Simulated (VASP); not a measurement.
A run of VASP 6.6.1 is set up as follows.

The input INCAR:

```
PREC     = Accurate       # precision mode
ENCUT    = 600            # plane-wave cutoff, eV
EDIFF    = 1E-6           # SCF threshold, eV
ISMEAR   = -1             # smearing method
SIGMA    = 0.1            # smearing width, eV
LREAL    = F              # projectors in reciprocal space
LASPH    = T              # aspherical terms in the spheres
NELM     = 60             # most SCF steps
ALGO     = Normal         # electronic algorithm
ISIF     = 3              # what is computed and relaxed
LWAVE    = F              # write WAVECAR
LCHARG   = F              # write CHGCAR
GGA      = B5             # functional
ALDAX    = 1.0          
AGGAX    = 1.0          
AGGAC    = 1.0          
ALDAC    = 0.0          
IBRION   = 2              # ionic algorithm
NSW      = 80             # ionic steps
EDIFFG   = -0.01          # ionic threshold
```

Contents of KPOINTS:

```
Automatic mesh
0
Gamma
  13 13 13
```

The input POSCAR:

```
Ru
1.0
    2.4462764308      0.0000000000      0.0000000000
    0.0000000000      2.4462764308      0.0000000000
    0.0000000000      0.0000000000      2.4462764308
Ru
1
Direct
    0.0000000000      0.0000000000      0.0000000000
```

Potentials or basis: VASP PAW PBE potentials, release 64 (Ru_pv).

Run with:

```bash
$ cat potpaw_PBE.64/Ru_pv/POTCAR > POTCAR
$ mpirun -np 1 vasp_std > vasp.out
```

What does it give for the relaxed volume?

16.70 Å³/atom.

Predict the space group after relaxing (to 0.05 Å).

Pm-3m (No. 221).

Final structure:
```
Ru
1.0
     2.55614    0.00000    0.00000
     0.00000    2.55614    0.00000
     0.00000    0.00000    2.55614
Ru
1
Direct
  0.00000 0.00000 0.00000
```

Caveat: the PAW data sets were made with another functional, which shifts forces and pressure a little.
